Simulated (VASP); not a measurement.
# Ti12HN12 in VASP: notebook

Runs on Ti12HN12. Level: PBE+D3(BJ). Tasks: single point.

Program: VASP 6.6.1. These are calculated values, not measurements. Logs are shortened: lines on timing, memory, paths and dates and some standing lists are left out, and cuts for length are marked.

### 1 The cell of the first run

The cell holds a slab with vacuum, 25 atoms: a = 5.947 Å, b = 5.947 Å, c = 21.653 Å, α = 90.00°, β = 90.00°, γ = 90.00°.

### 2 Single point, PBE+D3(BJ)

Contents of INCAR:

```
PREC = Accurate ; ENCUT = 520
EDIFF = 1E-6 ; ISMEAR = 0
SIGMA = 0.1 ; LREAL = Auto
LASPH = True ; NELM = 60
ALGO = Normal ; ISIF = 2
LWAVE = False ; LCHARG = False
LDIPOL = True ; IDIPOL = 3
DIPOL = 0.5 0.5 0.290 ; GGA = PE
IVDW = 12 ; NBANDS = 120
```

Contents of KPOINTS:

```
regular mesh
0
Gamma
  5 5 1
```

Contents of POSCAR:

```
Ti12HN12
1.0
    5.9473589866      0.0000000000      0.0000000000
    0.0000000000      5.9473589866      0.0000000000
    0.0000000000      0.0000000000     21.6533569277
Ti N H
12 12 1
Direct
    0.2500000000      0.2500000000      0.1847288628
    0.2500000000      0.7500000000      0.1847288628
    0.7500000000      0.2500000000      0.1847288628
    0.7500000000      0.7500000000      0.1847288628
    0.0000000000      0.0000000000      0.2801771125
    0.0000000000      0.5000000000      0.2801771125
    0.5000000000      0.0000000000      0.2801771125
    0.5000000000      0.5000000000      0.2801771125
    0.2500000000      0.2500000000      0.3715894834
    0.2500000000      0.7500000000      0.3715894834
    0.7500000000      0.2500000000      0.3715894834
    0.7500000000      0.7500000000      0.3715894834
    0.0000000000      0.0000000000      0.1847288628
    0.0000000000      0.5000000000      0.1847288628
    0.5000000000      0.0000000000      0.1847288628
    0.5000000000      0.5000000000      0.1847288628
    0.2500000000      0.2500000000      0.2786780157
    0.2500000000      0.7500000000      0.2786780157
    0.7500000000      0.2500000000      0.2786780157
    0.7500000000      0.7500000000      0.2786780157
    0.0000000000      0.0000000000      0.3811583098
    0.0000000000      0.5000000000      0.3811583098
    0.5000000000      0.0000000000      0.3811583098
    0.5000000000      0.5000000000      0.3811583098
    0.0833333333      0.0833333333      0.5381778431
```

Potentials or basis: VASP PAW PBE potentials, release 64 (Ti_sv, N, H).

Command:

```sh
cat potpaw_PBE.64/Ti_sv/POTCAR potpaw_PBE.64/N/POTCAR potpaw_PBE.64/H/POTCAR > POTCAR
mpirun -np 1 vasp_std > vasp.out
```

OUTCAR:

```text
PREC = Accurate
   ENCUT = 520
   EDIFF = 1E-6
   ISMEAR = 0
   LREAL = Auto
   LASPH = True
   NELM = 60
   ISIF = 2
   GGA = PE
   IVDW = 12
 IVDW          = 12

 ion  position               nearest neighbor table
   1  0.250  0.250  0.185-  17 2.03  14 2.10  15 2.10  16 2.10  13 2.10
   2  0.250  0.750  0.185-  18 2.03  14 2.10  15 2.10  16 2.10  13 2.10
   3  0.750  0.250  0.185-  19 2.03  14 2.10  15 2.10  16 2.10  13 2.10
   4  0.750  0.750  0.185-  20 2.03  14 2.10  15 2.10  16 2.10  13 2.10
   5  0.000  0.000  0.280-  13 2.07  17 2.10  18 2.10  19 2.10  20 2.10  21 2.19  11 2.89  12 2.89
                             9 2.89  10 2.89
   6  0.000  0.500  0.280-  14 2.07  17 2.10  18 2.10  19 2.10  20 2.10  22 2.19  11 2.89  12 2.89
                             9 2.89  10 2.89
   7  0.500  0.000  0.280-  15 2.07  17 2.10  18 2.10  19 2.10  20 2.10  23 2.19  11 2.89  12 2.89
                             9 2.89  10 2.89
   8  0.500  0.500  0.280-  16 2.07  17 2.10  18 2.10  19 2.10  20 2.10  24 2.19  11 2.89  12 2.89
                             9 2.89  10 2.89
   9  0.250  0.250  0.372-  17 2.01  21 2.11  22 2.11  23 2.11  24 2.11   6 2.89   7 2.89   8 2.89
                             5 2.89
  10  0.250  0.750  0.372-  18 2.01  21 2.11  22 2.11  23 2.11  24 2.11   6 2.89   7 2.89   8 2.89
                             5 2.89
  11  0.750  0.250  0.372-  19 2.01  21 2.11  22 2.11  23 2.11  24 2.11   6 2.89   7 2.89   8 2.89
                             5 2.89
  12  0.750  0.750  0.372-  20 2.01  21 2.11  22 2.11  23 2.11  24 2.11   6 2.89   7 2.89   8 2.89
                             5 2.89
  13  0.000  0.000  0.185-   5 2.07   2 2.10   3 2.10   4 2.10   1 2.10
  14  0.000  0.500  0.185-   6 2.07   2 2.10   3 2.10   4 2.10   1 2.10
  15  0.500  0.000  0.185-   7 2.07   2 2.10   3 2.10   4 2.10   1 2.10
  16  0.500  0.500  0.185-   8 2.07   2 2.10   3 2.10   4 2.10   1 2.10
  17  0.250  0.250  0.279-   9 2.01   1 2.03   6 2.10   7 2.10   8 2.10   5 2.10
  18  0.250  0.750  0.279-  10 2.01   2 2.03   6 2.10   7 2.10   8 2.10   5 2.10
  19  0.750  0.250  0.279-  11 2.01   3 2.03   6 2.10   7 2.10   8 2.10   5 2.10
  20  0.750  0.750  0.279-  12 2.01   4 2.03   6 2.10   7 2.10   8 2.10   5 2.10
  21  0.000  0.000  0.381-   9 2.11  10 2.11  11 2.11  12 2.11   5 2.19
  22  0.000  0.500  0.381-   9 2.11  10 2.11  11 2.11  12 2.11   6 2.19
  23  0.500  0.000  0.381-   9 2.11  10 2.11  11 2.11  12 2.11   7 2.19
  24  0.500  0.500  0.381-   9 2.11  10 2.11  11 2.11  12 2.11   8 2.19
  25  0.083  0.083  0.538-

  LATTYP: Found a simple tetragonal cell.
 ALAT       =     5.9473589866
 C/A-ratio  =     3.6408357014

  Lattice vectors:

 A1 = (   5.9473589866,   0.0000000000,   0.0000000000)
 A2 = (   0.0000000000,   5.9473589866,   0.0000000000)
 A3 = (   0.0000000000,   0.0000000000,  21.6533569277)

Analysis of symmetry for initial positions (statically):
=====================================================================
 Subroutine PRICEL returns:
 Original cell was already a primitive cell.

 Routine SETGRP: Setting up the symmetry group for a
 simple tetragonal supercell.

 Subroutine GETGRP returns: Found  2 space group operations
 (whereof  2 operations were pure point group operations)
 out of a pool of 16 trial point group operations.

The static configuration has the point symmetry C_1h.

Analysis of symmetry for dynamics (positions and initial velocities):
=====================================================================
 Subroutine PRICEL returns:
 Original cell was already a primitive cell.

 Routine SETGRP: Setting up the symmetry group for a
 simple tetragonal supercell.

 Subroutine GETGRP returns: Found  2 space group operations
 (whereof  2 operations were pure point group operations)
 out of a pool of 16 trial point group operations.

The dynamic configuration has the point symmetry C_1h.

 Subroutine INISYM returns: Found  2 space group operations
 (whereof  2 operations are pure point group operations),
 and found     1 'primitive' translations

----------------------------------------------------------------------------------------

                                     Primitive cell

  volume of cell :     765.9026

  direct lattice vectors                    reciprocal lattice vectors
     5.947358987  0.000000000  0.000000000     0.168141860  0.000000000  0.000000000
     0.000000000  5.947358987  0.000000000     0.000000000  0.168141860  0.000000000
     0.000000000  0.000000000 21.653356928     0.000000000  0.000000000  0.046182216

  length of vectors
[... 74 lines left out ...]

  Shift w.r.t. Gamma in fractional coordinates (k-lattice)
     0.000000000  0.000000000  0.000000000

 Subroutine IBZKPT returns following result:
 ===========================================

 Found      9 irreducible k-points:

 Following reciprocal coordinates:
            Coordinates               Weight
  0.000000  0.000000  0.000000      1.000000
  0.200000  0.000000  0.000000      4.000000
  0.400000  0.000000  0.000000      4.000000
  0.200000  0.200000  0.000000      2.000000
 -0.200000  0.200000  0.000000      2.000000
  0.400000  0.200000  0.000000      4.000000
 -0.200000  0.400000  0.000000      4.000000
  0.400000  0.400000  0.000000      2.000000
 -0.400000  0.400000  0.000000      2.000000
   k-points           NKPTS =      9   k-points in BZ     NKDIM =      9   number of bands    NBANDS=    120
   number of dos      NEDOS =    301   number of ions     NIONS =     25
   total plane-waves  NPLWV = 373248
   dimension x,y,z NGX =    48 NGY =   48 NGZ =  162
   dimension x,y,z NGXF=    96 NGYF=   96 NGZF=  324
   ions per type =              12  12   1
   NGX,Y,Z   is equivalent  to a cutoff of  13.42, 13.42, 12.44 a.u.
   NGXF,Y,Z  is equivalent  to a cutoff of  26.83, 26.83, 24.88 a.u.
 SYSTEM =  unknown system
   PREC   = accura    normal or accurate (medium, high low for compatibility)
   ISTART =      0    job   : 0-new  1-cont  2-samecut
   ICHARG =      2    charge: 1-file 2-atom 10-const
   ISPIN  =      1    spin polarized calculation?
   LNONCOLLINEAR =      F non collinear calculations
   LSORBIT =      F    spin-orbit coupling
   LASPH  =      T    aspherical Exc in radial PAW
   ENCUT  =  520.0 eV  38.22 Ry    6.18 a.u.  11.06 11.06 40.26*2*pi/ulx,y,z
   NELM   =     60;   NELMIN=  2; NELMDL= -5     # of ELM steps
   EDIFF  = 0.1E-05   stopping-criterion for ELM
   LREAL  =      T    real-space projection
   EDIFFG = 0.1E-04   stopping-criterion for IOM
   NSW    =      0    number of steps for IOM
   IBRION =     -1    ionic relax: 0-MD 1-quasi-New 2-CG
   NFREE  =      0    steps in history (QN), initial steepest desc. (CG)
   ISIF   =      2    stress and relaxation
   ISYM   =      2    0-nonsym 1-usesym 2-fastsym
   POTIM  = 0.5000    time-step for ionic-motion
   TEBEG  =    0.0;   TEEND  =   0.0 temperature during run
   PSTRESS=    0.0 pullay stress
   NELECT =     205.0000    total number of electrons
   NUPDOWN=      -1.0000    fix difference up-down
   EMIN   =  10.00;   EMAX   =-10.00  energy-range for DOS
   EFERMI =   0.00;   METHOD = LEGACY
   ISMEAR =     0;   SIGMA  =   0.10  broadening in eV -4-tet -1-fermi 0-gaus
   EFERMI_NEDOS =   21; number of points for ismear=-14 and -15
   IALGO  =     38    algorithm
   IMIX   =      4    mixing-type and parameters
     AMIX     =   0.40;   BMIX     =  1.00
     AMIX_MAG =   1.60;   BMIX_MAG =  1.00
  volume/ion in A,a.u.               =      30.64       206.74
  Fermi-wavevector in a.u.,A,eV,Ry     =   1.055038  1.993734 15.144727  1.113106
  Thomas-Fermi vector in A             =   2.190221
   LORBIT       =      0    0 simple, 1 ext, 2 COOP (PROOUT), +10 PAW based schemes
   GGA     = PE    functional components
   LHFCALC =     F    Hartree Fock is set to
   AEXX    =    0.0000 exact exchange contribution
   IVDW    =    12    specifies the selected vdW correction
   LEPSILON=     F    determine dielectric tensor
   LRPA    =     F    only Hartree local field effects (RPA)
 non-spin polarized calculation
 Gauss-broadening in eV      SIGMA  =   0.10
  energy-cutoff  :      520.00
  volume of cell :      765.90
 maximum number of plane-waves:     20646
 NGX is ok and might be reduce to    48
   NGX = 23   NGY = 23   NGZ = 81

 dipolmoment           0.000000      0.000000     -1.479102 electrons x Angstroem

 number of electron     204.9999952 magnetization

 dipolmoment           0.000000      0.000000      0.694530 electrons x Angstroem

 Free energy of the ion-electron system (eV)
  ---------------------------------------------------
  ext. energy  EPLUGINS =         0.00000000
  ---------------------------------------------------
  free energy    TOTEN  =      -230.35208672 eV

  energy without entropy =     -230.27358822  energy(sigma->0) =     -230.31283747

 E-fermi :   0.6384     XC(G=0):  -4.9566

 val. band max:        0.6187739038   @ k =  -0.4000   0.4000   0.0000
 cond. band min:       0.6509147186   @ k =   0.2000   0.0000   0.0000
 fundamental gap:      0.0321408148
 Fermi energy:         0.6383981788

 k-point     1 :       0.0000    0.0000    0.0000
  band No.  band energies     occupation
      1     -57.3316      2.00000
      2     -57.2914      2.00000
      3     -57.2906      2.00000
      4     -57.2563      2.00000
      5     -57.1880      2.00000
      6     -57.1443      2.00000
[... 1042 lines left out ...]
    113       1.7480      0.00000
    114       1.7487      0.00000
 [bands above 114 left out]

------------------------ aborting loop because EDIFF is reached ----------------------------------------

 vacuum level on the upper side and lower side of the slab       (xc-potential included)         1.564        -1.912

 Edisp (eV)   -7.69544

 E8    (eV) :    -3.3824

  FORCE on cell =-STRESS in cart. coord.  units (eV):
  Direction    XX          YY          ZZ          XY          YZ          ZX
  --------------------------------------------------------------------------------------
  -------------------------------------------------------------------------------------
  Total     -15.09192   -15.09192    -0.98653    -0.00560     0.13298     0.13298
  in kB     -31.57051   -31.57051    -2.06371    -0.01172     0.27818     0.27818
  external pressure =      -21.73 kB  Pullay stress =        0.00 kB

 VOLUME and BASIS-vectors are now :
 -----------------------------------------------------------------------------
  energy-cutoff  :      520.00
  volume of cell :      765.90
      direct lattice vectors                 reciprocal lattice vectors
     5.947358987  0.000000000  0.000000000     0.168141860  0.000000000  0.000000000
     0.000000000  5.947358987  0.000000000     0.000000000  0.168141860  0.000000000
     0.000000000  0.000000000 21.653356928     0.000000000  0.000000000  0.046182216

 POSITION                                       TOTAL-FORCE (eV/Angst)
 -----------------------------------------------------------------------------------
      1.48684      1.48684      4.00000        -0.006943     -0.006943      1.749609
      1.48684      4.46052      4.00000        -0.002315      0.007655      1.797936
      4.46052      1.48684      4.00000         0.007655     -0.002315      1.797936
      4.46052      4.46052      4.00000         0.003929      0.003929      1.828257
      0.00000      0.00000      6.06678        -0.009718     -0.009718     -0.011607
      0.00000      2.97368      6.06678         0.000396      0.008878      0.031428
[... 17 lines left out ...]
      2.97368      2.97368      8.25336         0.014701      0.014701     -0.340228
      0.49561      0.49561     11.65336         0.037669      0.037669     -0.452972
 -----------------------------------------------------------------------------------
    total drift:                               -0.000023     -0.000023      0.134122

  FREE ENERGIE OF THE ION-ELECTRON SYSTEM (eV)
  ---------------------------------------------------
  free  energy   TOTEN  =      -238.0475288801 eV

  energy  without entropy=     -237.9690303807  energy(sigma->0) =     -238.00827963

 vacuum level on the upper side and lower side of the slab         6.461         2.901
```

It took 27 min on 1 thread of Intel Xeon 6975P-C (Granite Rapids), shared host; peak memory 1.1 GiB.

What came out:

| Item | Value |
| --- | --- |
| Free energy | -238.0475 eV |
| Largest force | 1.863 eV/Å |
| Band gap on the k mesh | zero (an odd number of electrons rules out a gap without spin polarisation) |
| Dispersion energy per atom | -0.308 eV |

Forces in eV/Å, atoms in the order of the input:
```
Ti  -0.007 -0.007  1.750
Ti  -0.002  0.008  1.798
Ti   0.008 -0.002  1.798
Ti   0.004  0.004  1.828
Ti  -0.010 -0.010 -0.012
Ti   0.000  0.009  0.031
Ti   0.009  0.000  0.031
Ti  -0.002 -0.002  0.055
Ti  -0.118 -0.118  0.836
Ti  -0.069  0.098  0.572
Ti   0.098 -0.069  0.572
Ti   0.065  0.065  0.451
N   -0.005 -0.005 -1.805
N    0.004  0.001 -1.835
N    0.001  0.004 -1.835
N   -0.003 -0.003 -1.863
N    0.000  0.000 -0.073
N   -0.007  0.001 -0.064
N    0.001 -0.007 -0.064
N    0.007  0.007 -0.068
N   -0.037 -0.037 -0.527
N   -0.016  0.024 -0.393
N    0.024 -0.016 -0.393
N    0.015  0.015 -0.340
H    0.038  0.038 -0.453
```

Levels at points of the mesh, in eV from the Fermi level:
```tsv
k point	band 99	band 100	band 101	band 102	band 103	band 104	band 105	band 106
(0.00, 0.00, 0.00)	-1.93	-1.84	-0.83	-0.22	0.02	0.02	0.09	0.48
```

### 3 Single point, PBE+D3(BJ)

Contents of INCAR:

```
SYSTEM = Ti12HN12
ALGO = Normal
DIPOL = 0.5 0.5 0.290
EDIFF = 1E-6
ENCUT = 520
GGA = PE
IDIPOL = 3
ISIF = 2
ISMEAR = 0
IVDW = 12
LASPH = .TRUE.
LCHARG = .FALSE.
LDIPOL = .TRUE.
LREAL = Auto
LWAVE = .FALSE.
NBANDS = 120
NELM = 100
PREC = Accurate
SIGMA = 0.1
```

Contents of KPOINTS:

```
k-points
0
G
  5 5 1
  0 0 0
```

Edit POSCAR of step 2 so:

```diff
@@ -32,2 +32,2 @@
     0.5000000000      0.5000000000      0.3811583098
-    0.0833333333      0.0833333333      0.5381778431
+    0.1666666667      0.1666666667      0.5381778431
```

Potentials or basis: VASP PAW PBE potentials, release 64 (Ti_sv, N, H).

Command:

```sh
cat potpaw_PBE.64/Ti_sv/POTCAR potpaw_PBE.64/N/POTCAR potpaw_PBE.64/H/POTCAR > POTCAR
mpirun -np 1 vasp_std > vasp.out
```

Wall time 36 min (1 thread of Intel Xeon 6975P-C (Granite Rapids), shared host); peak memory 1.1 GiB.

It converged, with:

| Item | Value |
| --- | --- |
| Free energy | -238.0897 eV |
| Largest force | 1.849 eV/Å |
| Band gap on the k mesh | zero (an odd number of electrons rules out a gap without spin polarisation) |
| Dispersion energy per atom | -0.308 eV |

Forces in eV/Å, atoms in the order of the input:
```
Ti  -0.005 -0.005  1.713
Ti   0.000  0.005  1.803
Ti   0.005  0.000  1.803
Ti   0.002  0.002  1.843
Ti  -0.011 -0.011  0.012
Ti  -0.002  0.011  0.028
Ti   0.011 -0.002  0.028
Ti   0.001  0.001  0.039
Ti  -0.087 -0.087  1.097
Ti  -0.033  0.061  0.543
Ti   0.061 -0.033  0.543
Ti   0.034  0.034  0.402
N   -0.003 -0.003 -1.819
N    0.004  0.001 -1.834
N    0.001  0.004 -1.834
N   -0.004 -0.004 -1.849
N    0.002  0.002 -0.086
N   -0.005 -0.001 -0.058
N   -0.001 -0.005 -0.058
N    0.005  0.005 -0.068
N   -0.051 -0.051 -0.492
N   -0.033  0.041 -0.419
N    0.041 -0.033 -0.419
N    0.030  0.030 -0.373
H    0.039  0.039 -0.543
```

Levels at points of the mesh, in eV from the Fermi level:
```csv
k point,band 98,band 99,band 100,band 101,band 102,band 103,band 104,band 105,band 106,band 107
"(0.00, 0.00, 0.00)",-1.93,-1.93,-1.84,-0.83,-0.22,0.02,0.02,0.08,0.48,0.48
```

The gap in the log of VASP goes by the Fermi energy; the results here count the filled bands.